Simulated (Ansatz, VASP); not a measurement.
One calculation of SiC, two programs

```
CELL_PARAMETERS angstrom
0.00000 2.17400 2.17400
2.17400 0.00000 2.17400
2.17400 2.17400 0.00000
ATOMIC_POSITIONS crystal
Si 0.00000 0.00000 0.00000
C 0.75000 0.75000 0.75000
```

Alike in both runs: task single point; functional PBEsol; k mesh 10 × 10 × 10; occupations gaussian, width 0.05 eV; no spin polarisation.

```csv
,VASP,Ansatz
version,VASP 6.6.1,Ansatz 0.2.0
potentials or method,"VASP PAW PBE potentials, release 64 (Si, C), cutoff 520 eV","scalar-relativistic, plane waves, PAW"
valence electrons in the cell,8,8
```

```csv
,VASP,Ansatz,Ansatz less VASP
gap on the k mesh at the Fermi level (eV),1.23,1.24,+0.010
least direct gap on the mesh (eV),4.45,4.46,+0.009
pressure (GPa),1.7,1.4,-0.36
```

VASP's potentials were made for PBE, not for PBEsol. With one functional, cell and mesh, what is left measures potentials, basis and numerics.
